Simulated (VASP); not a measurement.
Set up this calculation in VASP 6.6.1, as the native input.

| Item | Value |
| --- | --- |
| Task | single point |
| Functional | PBE |
| Dispersion | D3(BJ) |
| Potentials or basis | VASP PAW PBE potentials, release 64 (Ba_sv, Ti_sv, O) |
| Cutoff | 520 eV |
| k mesh | 2 × 2 × 1 |
| Occupations | fermi-dirac, width 0.05 eV |
| Spin | no spin polarisation |
| Dipole correction | no |
| Further INCAR settings | LREAL = Auto; ALGO = Normal; EDIFF = 1e-06; NBANDS = 73 |

The structure of BaTiO3 lies in POSCAR:

```
BaTiO3
1.0
    5.6546840000      0.0000000000      0.0000000000
   -2.8273420000      4.8971000000      0.0000000000
    0.0000000000      0.0000000000     16.7216630000
Ba Ti O
3 3 9
Direct
    0.0000000000      0.0000000000      0.0598026644
    0.7082822653      0.3295011333      0.1718967784
    0.3148539478      0.7039472341      0.3277724231
    0.3333299300      0.6666598599      0.1246765947
    0.0330129691      0.0519491127      0.2626592822
    0.7102508204      0.3611320986      0.3946078808
    0.4971003247      0.9942006494      0.0657111676
    0.0058001900      0.5029098854      0.0657111676
    0.4971096955      0.5029098854      0.0657111676
    0.1966841140      0.3630924425      0.2178192444
    0.6724590761      0.8389659186      0.2056195009
    0.1639452836      0.8646137510      0.2107146879
    0.7715623033      0.6777888955      0.3625596330
    0.3523288022      0.1564395254      0.3713386641
    0.8843814143      0.2230707970      0.3406539170
```

The input as run:

INCAR

```
PREC = Accurate ; ENCUT = 520
EDIFF = 1E-6 ; ISMEAR = -1
SIGMA = 0.05 ; LREAL = Auto
LASPH = T ; NELM = 100
ALGO = Normal ; ISIF = 2
LWAVE = F ; LCHARG = F
GGA = PE ; IVDW = 12
NBANDS = 73
```

KPOINTS

```
regular mesh
0
Gamma
  2 2 1
```

Potentials or basis: VASP PAW PBE potentials, release 64 (Ba_sv, Ti_sv, O).

Command:

```sh
$ cat potpaw_PBE.64/Ba_sv/POTCAR potpaw_PBE.64/Ti_sv/POTCAR potpaw_PBE.64/O/POTCAR > POTCAR
$ mpirun -np 1 vasp_std > vasp.out
```

It gave:

* Largest force: 4.942 eV/Å
* Band gap on the k mesh: 0.05 eV, direct
* Dispersion energy per atom: -0.173 eV

Caveat: the k points lie up to 0.64 Å⁻¹ apart; spin-orbit coupling is left out, which moves the levels of the heavy elements.

It took 6.4 min on 1 thread of Intel(R) Xeon(R) Platinum 8259CL CPU @ 2.50GHz (Skylake/Cascade Lake) (shared host), peak memory 0.53 GiB.
